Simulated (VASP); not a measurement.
# HfS2 (P-3m1) in VASP: a series of runs

The runs below take HfS2 through relaxation of shape and atoms at fixed volume, relaxation of cell and atoms, with r2SCAN.

Program: VASP 6.6.1. These are calculated values, not measurements. Logs are shortened: lines on timing, memory, paths and dates and some standing lists are left out, and cuts for length are marked.

## (1) The cell of the first run

The structure is trigonal, space group P-3m1 (No. 164). The conventional cell has a = 3.689 Å, b = 3.689 Å, c = 6.358 Å, α = 90.00°, β = 90.00°, γ = 120.00°. Within 3.4 Å of Hf (site symmetry -3m) lie 6 S at 2.57 Å. S (site symmetry 3m) has 3 Hf at 2.57 Å within 3.4 Å.

## (2) Relaxation of shape and atoms at fixed volume, r2SCAN (24.97 Å³/atom)

Contents of POSCAR:

```
HfS2
1.0
    3.6889045134      0.0000000000      0.0000000000
   -1.8444522567      3.1946850207      0.0000000000
    0.0000000000      0.0000000000      6.3576214522
Hf S
1 2
Direct
    0.0000000000      0.0000000000      0.0000000000
    0.6666666667      0.3333333333      0.7727672452
    0.3333333333      0.6666666667      0.2272327548
```

Contents of INCAR.step1:

```
SYSTEM = HfS2
  PREC = Accurate
  ENCUT = 550
  ISMEAR = 0
  SIGMA = 0.02
  LREAL = .FALSE.
  LASPH = .TRUE.
  NELM = 120
  GGA = PE
  ALGO = Normal
  EDIFF = 1E-5
  LWAVE = .TRUE.
  LCHARG = .FALSE.
  GGA_COMPAT = .FALSE.
  IBRION = 2
  ISIF = 3
  EDIFFG = -0.005
  NELMIN = 4
  NSW = 100
```

Contents of INCAR.step2:

```
SYSTEM = HfS2
  PREC = Accurate
  ENCUT = 550
  EDIFF = 1E-7
  ISMEAR = 0
  SIGMA = 0.02
  LREAL = .FALSE.
  LASPH = .TRUE.
  NELM = 120
  ALGO = Normal
  ISIF = 4
  LWAVE = .FALSE.
  LCHARG = .FALSE.
  METAGGA = R2SCAN
  LMIXTAU = .TRUE.
  IBRION = 2
  NSW = 50
  EDIFFG = -0.01
  ISTART = 1
  GGA_COMPAT = .FALSE.
  NELMIN = 4
```

Contents of KPOINTS:

```
Automatic mesh
0
G
  12 12 6
  0 0 0
```

Potentials or basis: VASP PAW PBE potentials, release 64 (Hf_pv, S).

Launch:

```
> cat potpaw_PBE.64/Hf_pv/POTCAR potpaw_PBE.64/S/POTCAR > POTCAR
> cp INCAR.step1 INCAR
> mpirun -np 1 vasp_std > vasp.out
> cp INCAR.step2 INCAR
> mpirun -np 1 vasp_std > vasp.out
```

OUTCAR:

```text
SYSTEM = HfS2
   PREC = Accurate
   ENCUT = 550
   EDIFF = 1E-7
   ISMEAR = 0
   LREAL = .FALSE.
   LASPH = .TRUE.
   NELM = 120
   ISIF = 4
   METAGGA = R2SCAN
   IBRION = 2
   NSW = 50
   EDIFFG = -0.01
   ISTART = 1
   NELMIN = 4

 ion  position               nearest neighbor table
   1  0.000  0.000  0.000-   2 2.57   3 2.57   3 2.57   2 2.57   2 2.57   3 2.57
   2  0.667  0.333  0.773-   1 2.57   1 2.57   1 2.57
   3  0.333  0.667  0.227-   1 2.57   1 2.57   1 2.57

  LATTYP: Found a hexagonal cell.
 ALAT       =     3.6889045134
 C/A-ratio  =     1.7234442987

  Lattice vectors:

 A1 = (   3.6889045134,   0.0000000000,   0.0000000000)
 A2 = (  -1.8444522567,   3.1946850207,   0.0000000000)
 A3 = (   0.0000000000,   0.0000000000,   6.3576214522)

Analysis of symmetry for initial positions (statically):
=====================================================================
 Subroutine PRICEL returns:
 Original cell was already a primitive cell.

 Routine SETGRP: Setting up the symmetry group for a
 hexagonal supercell.

 Subroutine GETGRP returns: Found 12 space group operations
 (whereof 12 operations were pure point group operations)
 out of a pool of 24 trial point group operations.

The static configuration has the point symmetry D_3d.

Analysis of symmetry for dynamics (positions and initial velocities):
=====================================================================
 Subroutine PRICEL returns:
 Original cell was already a primitive cell.

 Routine SETGRP: Setting up the symmetry group for a
 hexagonal supercell.

 Subroutine GETGRP returns: Found 12 space group operations
 (whereof 12 operations were pure point group operations)
 out of a pool of 24 trial point group operations.

The dynamic configuration has the point symmetry D_3d.

 Subroutine INISYM returns: Found 12 space group operations
 (whereof 12 operations are pure point group operations),
 and found     1 'primitive' translations

----------------------------------------------------------------------------------------

                                     Primitive cell

  volume of cell :      74.9239

  direct lattice vectors                    reciprocal lattice vectors
     3.688904513  0.000000000  0.000000000     0.271083189  0.156509952  0.000000000
    -1.844452257  3.194685021  0.000000000     0.000000000  0.313019904  0.000000000
     0.000000000  0.000000000  6.357621452     0.000000000  0.000000000  0.157291529

  length of vectors
     3.688904513  3.688904513  6.357621452     0.313019904  0.313019904  0.157291529

  position of ions in fractional coordinates (direct lattice)
     0.000000000  0.000000000  0.000000000
     0.666666667  0.333333333  0.772767245
     0.333333333  0.666666667  0.227232755

  ion indices of the primitive-cell ions
   primitive index   ion index
                 1           1
                 2           2
                 3           3

----------------------------------------------------------------------------------------

 KPOINTS: Automatic mesh

Automatic generation of k-mesh.
 Grid dimensions read from file:
 generate k-points for:   12   12    6

 Generating k-lattice:

  Cartesian coordinates                     Fractional coordinates (reciprocal lattice)
     0.022590266  0.013042496  0.000000000     0.083333333  0.000000000  0.000000000
     0.000000000  0.026084992  0.000000000     0.000000000  0.083333333  0.000000000
     0.000000000  0.000000000  0.026215255     0.000000000  0.000000000  0.166666667

  Length of vectors
     0.026084992  0.026084992  0.026215255

  Shift w.r.t. Gamma in fractional coordinates (k-lattice)
     0.000000000  0.000000000  0.000000000

 Subroutine IBZKPT returns following result:
 ===========================================

 Found    100 irreducible k-points:

 Following reciprocal coordinates:
            Coordinates               Weight
  0.000000  0.000000  0.000000      1.000000
  0.083333 -0.000000  0.000000      6.000000
  0.166667  0.000000  0.000000      6.000000
  0.250000  0.000000  0.000000      6.000000
  0.333333  0.000000  0.000000      6.000000
  0.416667  0.000000  0.000000      6.000000
[... 16 lines left out ...]
  0.166667  0.000000  0.166667      6.000000
  0.000000  0.166667  0.166667      6.000000
 [... further k-points ...]
   k-points           NKPTS =    100   k-points in BZ     NKDIM =    100   number of bands    NBANDS=     15
   number of dos      NEDOS =    301   number of ions     NIONS =      3
   total plane-waves  NPLWV =  39200
   dimension x,y,z NGX =    28 NGY =   28 NGZ =   50
   dimension x,y,z NGXF=    56 NGYF=   56 NGZF=  100
   ions per type =               1   2
   NGX,Y,Z   is equivalent  to a cutoff of  12.62, 12.62, 13.07 a.u.
   NGXF,Y,Z  is equivalent  to a cutoff of  25.24, 25.24, 26.15 a.u.
 SYSTEM =  HfS2
   PREC   = accura    normal or accurate (medium, high low for compatibility)
   ISTART =      1    job   : 0-new  1-cont  2-samecut
   ICHARG =      0    charge: 1-file 2-atom 10-const
   ISPIN  =      1    spin polarized calculation?
   LNONCOLLINEAR =      F non collinear calculations
   LSORBIT =      F    spin-orbit coupling
   LASPH  =      T    aspherical Exc in radial PAW
   ENCUT  =  550.0 eV  40.42 Ry    6.36 a.u.   7.05  7.05 12.16*2*pi/ulx,y,z
   NELM   =    120;   NELMIN=  4; NELMDL=  0     # of ELM steps
   EDIFF  = 0.1E-06   stopping-criterion for ELM
   LREAL  =      F    real-space projection
   EDIFFG = -.1E-01   stopping-criterion for IOM
   NSW    =     50    number of steps for IOM
   IBRION =      2    ionic relax: 0-MD 1-quasi-New 2-CG
   NFREE  =      1    steps in history (QN), initial steepest desc. (CG)
   ISIF   =      4    stress and relaxation
   ISYM   =      2    0-nonsym 1-usesym 2-fastsym
   POTIM  = 0.5000    time-step for ionic-motion
   TEBEG  =    0.0;   TEEND  =   0.0 temperature during run
   PSTRESS=    0.0 pullay stress
   NELECT =      22.0000    total number of electrons
   NUPDOWN=      -1.0000    fix difference up-down
   EMIN   =  10.00;   EMAX   =-10.00  energy-range for DOS
   EFERMI =   0.00;   METHOD = LEGACY
   ISMEAR =     0;   SIGMA  =   0.02  broadening in eV -4-tet -1-fermi 0-gaus
   EFERMI_NEDOS =   21; number of points for ismear=-14 and -15
   IALGO  =     38    algorithm
   IMIX   =      4    mixing-type and parameters
     AMIX     =   0.40;   BMIX     =  1.00
     AMIX_MAG =   1.60;   BMIX_MAG =  1.00
  volume/ion in A,a.u.               =      24.97       168.54
  Fermi-wavevector in a.u.,A,eV,Ry     =   1.088117  2.056243 16.109286  1.183999
  Thomas-Fermi vector in A             =   2.224292
   LORBIT       =      0    0 simple, 1 ext, 2 COOP (PROOUT), +10 PAW based schemes
   METAGGA = R2SCAN    functional components
   LHFCALC =     F    Hartree Fock is set to
   AEXX    =    0.0000 exact exchange contribution
   IVDW    =     0    specifies the selected vdW correction
   LEPSILON=     F    determine dielectric tensor
   LRPA    =     F    only Hartree local field effects (RPA)
 conjugate gradient relaxation of ions
 non-spin polarized calculation
 Gauss-broadening in eV      SIGMA  =   0.02
  energy-cutoff  :      550.00
  volume of cell :       74.92
 maximum number of plane-waves:      2216
   NGX = 15   NGY = 15   NGZ = 25

--------------------------------------- Ionic step        1  -------------------------------------------

 number of electron      22.0000001 magnetization

 Free energy of the ion-electron system (eV)
  ---------------------------------------------------
  ext. energy  EPLUGINS =         0.00000000
  ---------------------------------------------------
  free energy    TOTEN  =       -66.60596516 eV

  energy without entropy =      -66.60596516  energy(sigma->0) =      -66.60596516

------------------------ aborting loop because EDIFF is reached ----------------------------------------

  FORCE on cell =-STRESS in cart. coord.  units (eV):
  Direction    XX          YY          ZZ          XY          YZ          ZX
  --------------------------------------------------------------------------------------
  -------------------------------------------------------------------------------------
  Total       -1.7443430     -1.7443430     -1.4161621      0.0000000      0.0000000      0.0000000
  in kB      -37.3011606    -37.3011606    -30.2833165      0.0000000      0.0000000      0.0000000
  external PRESSURE =     -34.9618793 kB  Pullay stress =       0.0000000 kB

 VOLUME and BASIS-vectors are now :
 -----------------------------------------------------------------------------
  energy-cutoff  :      550.00
  volume of cell :       74.92
      direct lattice vectors                 reciprocal lattice vectors
     3.688904513  0.000000000  0.000000000     0.271083189  0.156509952  0.000000000
    -1.844452257  3.194685021  0.000000000     0.000000000  0.313019904  0.000000000
     0.000000000  0.000000000  6.357621452     0.000000000  0.000000000  0.157291529
[... 186 lines left out ...]
 POSITION                                       TOTAL-FORCE (eV/Angst)
 -----------------------------------------------------------------------------------
      0.00000      0.00000      0.00000        -0.000000      0.000000      0.000000
      1.82379      1.05297      5.07601         0.000000      0.000000     -0.016670
     -0.00000      2.10594      1.42645        -0.000000     -0.000000      0.016670
 -----------------------------------------------------------------------------------
    total drift:                               -0.000000      0.000000      0.000000

  FREE ENERGIE OF THE ION-ELECTRON SYSTEM (eV)
  ---------------------------------------------------
  free  energy   TOTEN  =       -66.6307342114 eV

  energy  without entropy=      -66.6307342114  energy(sigma->0) =      -66.63073421

--------------------------------------- Ionic step        7  -------------------------------------------

 number of electron      22.0000000 magnetization

 Free energy of the ion-electron system (eV)
  ---------------------------------------------------
  ext. energy  EPLUGINS =         0.00000000
  ---------------------------------------------------
  free energy    TOTEN  =       -66.63076045 eV

  energy without entropy =      -66.63076045  energy(sigma->0) =      -66.63076045

 E-fermi :   1.9845     XC(G=0):  -9.4399

 val. band max:        1.8484693675   @ k =   0.0000   0.0000   0.0000
 cond. band min:       3.4938168349   @ k =   0.5000   0.0000   0.5000
 fundamental gap:      1.6453474675
 Fermi energy:         1.9845360631

 k-point     1 :       0.0000    0.0000    0.0000
  band No.  band energies     occupation
      1     -29.8891      2.00000
      2     -29.7759      2.00000
      3     -29.7759      2.00000
      4     -11.5232      2.00000
      5      -9.9582      2.00000
      6      -2.4574      2.00000
      7      -0.9077      2.00000
      8      -0.9077      2.00000
      9       1.5531      2.00000
     10       1.8485      2.00000
     11       1.8485      2.00000
     12       4.2887      0.00000
     13       4.2887      0.00000
     14       5.0449      0.00000
     15       8.0047      0.00000
[... 397 lines left out ...]
 k-point    24 :       0.0000    0.1667    0.1667
  band No.  band energies     occupation
      1     -29.8798      2.00000
      2     -29.8233      2.00000
      3     -29.7865      2.00000
      4     -11.1968      2.00000
      5     -10.0198      2.00000
      6      -2.0411      2.00000
      7      -1.2726      2.00000
      8      -0.7652      2.00000
      9       0.3245      2.00000
     10       1.2885      2.00000
     11       1.6273      2.00000
     12       4.1948      0.00000
     13       5.0609      0.00000
     14       5.6393      0.00000
     15       7.2962      0.00000

 [... further k-points ...]

------------------------ aborting loop because EDIFF is reached ----------------------------------------

  FORCE on cell =-STRESS in cart. coord.  units (eV):
  Direction    XX          YY          ZZ          XY          YZ          ZX
  --------------------------------------------------------------------------------------
  -------------------------------------------------------------------------------------
  Total       -0.2362554     -0.2362554     -0.2355914      0.0000000      0.0000000      0.0000000
  in kB       -5.0521033     -5.0521033     -5.0379035      0.0000000      0.0000000      0.0000000
  external PRESSURE =      -5.0473700 kB  Pullay stress =       0.0000000 kB

 VOLUME and BASIS-vectors are now :
 -----------------------------------------------------------------------------
  energy-cutoff  :      550.00
  volume of cell :       74.92
      direct lattice vectors                 reciprocal lattice vectors
     3.647909682  0.000000000  0.000000000     0.274129594  0.158268795  0.000000000
    -1.823954841  3.159182456  0.000000000    -0.000000000  0.316537590  0.000000000
    -0.000000000 -0.000000000  6.501316940    -0.000000000 -0.000000000  0.153814990

 POSITION                                       TOTAL-FORCE (eV/Angst)
 -----------------------------------------------------------------------------------
      0.00000      0.00000      0.00000        -0.000000      0.000000      0.000000
      1.82395      1.05306      5.07391         0.000000      0.000000     -0.002614
     -0.00000      2.10612      1.42741        -0.000000     -0.000000      0.002614
 -----------------------------------------------------------------------------------
    total drift:                               -0.000000      0.000000      0.000000

  FREE ENERGIE OF THE ION-ELECTRON SYSTEM (eV)
  ---------------------------------------------------
  free  energy   TOTEN  =       -66.6307604457 eV

  energy  without entropy=      -66.6307604457  energy(sigma->0) =      -66.63076045

 reached required accuracy - stopping structural energy minimisation
```

Run time: 25 min. Hardware: 1 thread of Intel Xeon 6975P-C (Granite Rapids), shared host; peak memory 0.3 GiB.

Results:

```yaml
Free_energy: -66.6308 eV
Energy_gained_by_relaxing: 8.3 meV/atom
Ionic_steps: 7
Pressure_after_relaxing: -0.5 GPa
Band_gap_on_the_k_mesh: 1.65 eV (least direct gap 2.39 eV)
```

Forces in eV/Å, atoms in the order of the input:
```
Hf   0.000  0.000  0.000
S    0.000  0.000 -0.003
S    0.000  0.000  0.003
```

The path:
```
step  energy change (eV)  largest force (eV/Å)  pressure (GPa)  volume (Å³)
   1              0.0000                0.4276           -3.50        74.92
   2             -0.0145                0.2077           -2.38        74.92
   3             -0.0204                0.0633           -0.99        74.92
   4             -0.0242                0.0343           -0.63        74.92
   5             -0.0248                0.0150           -0.42        74.92
   6             -0.0248                0.0167           -0.43        74.92
   7             -0.0248                0.0026           -0.50        74.92
```

Final structure:
```xyz
3
Lattice="3.6479 0.0000 0.0000 -1.8240 3.1592 0.0000 0.0000 0.0000 6.5013" Properties=species:S:1:pos:R:3 pbc="T T T"
Hf    0.0000    0.0000    0.0000
S     1.8240    1.0531    5.0739
S     0.0000    2.1061    1.4274
```

Caveat: the PAW data sets were made with another functional, which shifts forces and pressure a little; spin-orbit coupling is left out, which moves the levels of the heavy elements. A k mesh can miss the band edges.

[end of part 1 of 2]
